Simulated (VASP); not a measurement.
Runs of VASP 6.6.1 on GaP. The structure is that of space group F-43m (No. 216), or close to it. The cells are those of the table. 

```tsv
cell	gap on the mesh (eV)	pressure (GPa)
a = 3.784 Å, angles 60.0°, 2 atoms	1.79	5.5
a = 3.888 Å, angles 60.0°, 2 atoms	1.95	-2.2
a = 3.921 Å, angles 60.0°, 2 atoms	(a)	-4.1
a = 3.748 Å, angles 60.0°, 2 atoms	1.72	(b)
a = 3.954 Å, angles 60.0°, 2 atoms	1.68	-5.7
```

Alike in all rows: task single point; level r2SCAN; potentials or basis VASP PAW PBE potentials, release 64 (Ga_d, P); no spin polarisation; k mesh 6 × 6 × 6; cutoff (eV) 520; smearing gaussian 0.01 eV.

Estimate the missing entries.

(a) 1.87; (b) 8.9.

Caveats: the PAW data sets were made with another functional, which shifts forces and pressure a little.

A k mesh can miss the band edges, and the runs leave out spin-orbit coupling on Ga.
